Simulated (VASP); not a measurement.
Runs of VASP 6.6.1 on WSe2. The structure is that of space group R-3m (No. 166), or close to it. The cells are those of the table. 

| level | potentials or basis | cell | k mesh | gap on the mesh (eV) | pressure (GPa) | largest force (eV/Å) |
| --- | --- | --- | --- | --- | --- | --- |
| PBE+D3(BJ) | VASP PAW PBE potentials, release 64 (W_sv, Se) | a = 6.663 Å, angles 28.2°, 3 atoms | 6 × 6 × 6 | none | 0.3 | 0.04 |
| LDA | VASP PAW LDA potentials, release 64 (W_sv, Se) | a = 6.769 Å, angles 28.1°, 3 atoms | 10 × 10 × 10 | none | -3.8 | 0.09 |
| PBE+D4 | VASP PAW PBE potentials, release 64 (W_sv, Se) | a = 6.646 Å, angles 28.2°, 3 atoms | 8 × 8 × 8 | none | 0.3 | 0.04 |
| r2SCAN+rVV10 | VASP PAW PBE potentials, release 64 (W_sv, Se) | a = 6.769 Å, angles 28.1°, 3 atoms | 8 × 8 × 8 | none | 0.6 | (a) |
| PBE | VASP PAW PBE potentials, release 64 (W_sv, Se) | a = 6.769 Å, angles 28.1°, 3 atoms | 10 × 10 × 10 | none | (b) | 0.36 |

Alike in all rows: task single point; no spin polarisation; cutoff (eV) 520; smearing fermi-dirac 0.02 eV.

Problem. Fill in the values left out.

Solution. (a) 0.06; (b) 3.5.

Caveats: some runs use coarse meshes; spin-orbit coupling is left out, which moves the levels of the heavy elements; pairwise dispersion overbinds metals, which lowers pressure and volume (some runs); the PAW data sets were made with another functional, which shifts forces and pressure a little (some runs).

A k mesh can miss the band edges, and the runs leave out spin-orbit coupling on Se, W.

A gap of «none» marks levels without a gap at the run's occupations.
